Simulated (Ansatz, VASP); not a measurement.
**Two plane-wave programs on MgI2**

```
Mg I
1.0
     4.15664    0.00000    0.00000
    -2.07832    3.59975    0.00000
     0.00000    0.00000    7.00487
Mg I
1 2
Direct
  0.00000 0.00000 0.00000
  0.33333 0.66667 0.23902
  0.66667 0.33333 0.76098
```

Change from the starting cell: uniaxial_z strain +1.9%.

Alike in both runs: task single point; functional r2SCAN; k mesh 12 × 12 × 4; no spin polarisation.

```csv
,VASP,Ansatz
version,VASP 6.6.1,Ansatz 0.2.0
potentials or method,"VASP PAW PBE potentials, release 64 (Mg, I)","plane waves, PAW"
plane-wave cutoff (eV),520,500
occupations,"gaussian, width 0.01 eV",fixed
valence electrons in the cell,16,44
```

|  | VASP | Ansatz | Ansatz less VASP |
| --- | --- | --- | --- |
| gap on the k mesh at the Fermi level (eV) | 4.19 | 4.22 | +0.029 |
| pressure (GPa) | 0.3 | 0.4 | +0.11 |
| traceless stress, the component that is largest in VASP (GPa) | -0.13 | -0.14 | -0.007 |
| rms of the force components (eV/Å) | 0.021 | 0.012 | -0.0085 |

VASP's potentials were made for PBE, not for r2SCAN. Atom by atom the forces differ by 0.008 eV/Å (rms over components). VASP's potentials hold 16 valence electrons a cell and Ansatz's 44, so a difference there can come from the potentials and not from the codes.

Neither program's run includes spin-orbit coupling.
